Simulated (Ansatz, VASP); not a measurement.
# Two plane-wave programs on Mg2Ge

File INCAR:

```
PREC = Accurate
ENCUT = 520
EDIFF = 1E-6
ISMEAR = 0
SIGMA = 0.1
LREAL = False
LASPH = True
NELM = 120
ALGO = Normal
ISIF = 2
LWAVE = False
LCHARG = False
LDIPOL = True
IDIPOL = 3
DIPOL = 0.5 0.5 0.507
GGA = PE
NBANDS = 37
GGA_COMPAT = False
NELMDL = -8
```

Contents of KPOINTS:

```
regular mesh
0
Gamma
  15 15 1
```

POSCAR

```
Mg2Ge
1.0
    4.5099270500      0.0000000000      0.0000000000
   -2.2549635300      3.9057113900      0.0000000000
    0.0000000000      0.0000000000     30.1264352274
Mg Ge
6 3
Direct
    0.6666666668      0.3333333339      0.3319343933
    0.0000000000      0.0000000000      0.3930491653
    0.3333333339      0.6666666671      0.4541639280
    0.6666666668      0.3333333339      0.5176975108
    0.0000000000      0.0000000000      0.5810081255
    0.3333333339      0.6666666671      0.6435189487
    0.6666666668      0.3333333339      0.4236065467
    0.3333333339      0.6666666671      0.5469454389
    0.0000000000      0.0000000000      0.6739913544
```

Input for Ansatz:

```yaml
crystal:
  lattice:
    - [4.50992705, 0.0, 0.0]
    - [-2.25496353, 3.90571139, 0.0]
    - [0.0, 0.0, 30.1264352274]
  atoms:
    - { symbol: Mg, position: [0.6666666668, 0.3333333339, 0.3319343933] }
    - { symbol: Mg, position: [0.0, 0.0, 0.3930491653] }
    - { symbol: Ge, position: [0.6666666668, 0.3333333339, 0.4236065467] }
    - { symbol: Mg, position: [0.3333333339, 0.6666666671, 0.454163928] }
    - { symbol: Mg, position: [0.6666666668, 0.3333333339, 0.5176975108] }
    - { symbol: Ge, position: [0.3333333339, 0.6666666671, 0.5469454389] }
    - { symbol: Mg, position: [0.0, 0.0, 0.5810081255] }
    - { symbol: Mg, position: [0.3333333339, 0.6666666671, 0.6435189487] }
    - { symbol: Ge, position: [0.0, 0.0, 0.6739913544] }
basis:
  ecutwfc: 420.0
  fft_grid_basis: typed
kpoints:
  mp_grid: { grid: [15, 15, 1] }
hamiltonian:
  xc: pbe
  pseudopotentials: { kind: paw }
scf:
  occupations: { method: gaussian, width: 0.1 }
output:
  forces: true
  eigenvalues: true
  band_densities:
    - { e_range: [-2.0, -1.0] }
    - { e_range: [-1.0, -0.5] }
    - { e_range: [-0.5, -0.25] }
    - { e_range: [-0.25, 0.0] }
    - { e_range: [0.0, 0.25] }
    - { e_range: [0.25, 0.5] }
    - { e_range: [0.5, 1.0] }
    - { e_range: [1.0, 1.5] }
  band_residual_tolerance: 1.0e-05
  write_potential: true
  elf: true
  write_density: true
  volumetric_format: npy
efield:
  axis: 3
  dipole_correction: true
  ramp_width: 0.04
checkpoint:
  read: start.run
  write: ck
  compress: false
  write_wavefunctions: false
  write_every: 100000
```

Alike in both runs: task single point; functional PBE; k mesh 15 × 15 × 1; occupations gaussian, width 0.1 eV; no spin polarisation.

```csv
,VASP,Ansatz
version,VASP 6.6.1,Ansatz 0.2.0
potentials or method,"VASP PAW PBE potentials, release 64 (Mg, Ge_d), cutoff 520 eV","scalar-relativistic, plane waves, PAW"
valence electrons in the cell,54,102
```

|  | VASP | Ansatz | Ansatz less VASP |
| --- | --- | --- | --- |
| gap on the k mesh at the Fermi level (eV) | none | none | - |
| rms of the force components (eV/Å) | 0.054 | 0.055 | +0.0007 |

A gap of «none» marks a metal or a gap that the smearing closes. VASP's potentials hold 54 valence electrons a cell and Ansatz's 102, so a difference there can come from the potentials and not from the codes. Ansatz's warnings: xc potential rough in thin density.
